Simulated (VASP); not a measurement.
Runs of VASP 6.6.1 on Ti. The structure is that of space group I4/mmm (No. 139), or close to it. The cells are those of the table. 

| cell | gap on the mesh (eV) | pressure (GPa) |
| --- | --- | --- |
| a = 2.919, b = 2.919, c = 2.686 Å, angles 62.6, 62.6, 54.8°, 1 atom | none | (c) |
| a = 2.908, b = 2.908, c = 3.222 Å, angles 56.4, 56.4, 67.3°, 1 atom | none | -7.6 |
| a = 2.716, b = 2.716, c = 3.251 Å, angles 53.2, 53.2, 73.5°, 1 atom | none | 15.2 |
| a = 3.001, b = 3.001, c = 2.762 Å, angles 62.6, 62.6, 54.8°, 1 atom | none | -0.6 |
| a = 2.716, b = 2.716, c = 3.010 Å, angles 56.4, 56.4, 67.3°, 1 atom | none | 15.7 |
| a = 2.796, b = 2.796, c = 2.901 Å, angles 58.7, 58.7, 62.5°, 1 atom | none | 10.0 |
| a = 2.835, b = 2.835, c = 3.141 Å, angles 56.4, 56.4, 67.3°, 1 atom | none | -0.6 |
| a = 2.960, b = 2.960, c = 3.179 Å, angles 57.5, 57.5, 65.0°, 1 atom | none | -10.1 |
| a = 2.960, b = 2.960, c = 2.724 Å, angles 62.6, 62.6, 54.8°, 1 atom | none | 4.0 |
| a = 2.836, b = 2.836, c = 2.943 Å, angles 58.7, 58.7, 62.5°, 1 atom | none | (a) |
| a = 2.772, b = 2.772, c = 2.977 Å, angles 57.5, 57.5, 65.0°, 1 atom | none | (b) |
| a = 2.944, b = 2.944, c = 3.524 Å, angles 53.2, 53.2, 73.5°, 1 atom | none | -10.4 |

Alike in all rows: task single point; level PBE; potentials or basis VASP PAW PBE potentials, release 64 (Ti_sv); no spin polarisation; k mesh 20 × 20 × 20; cutoff (eV) 520; smearing gaussian 0.15 eV.

Q: Fill in the values left out.

A: (a) 4.4; (b) 9.8; (c) 9.5.

A gap of «none» marks levels without a gap at the run's occupations.
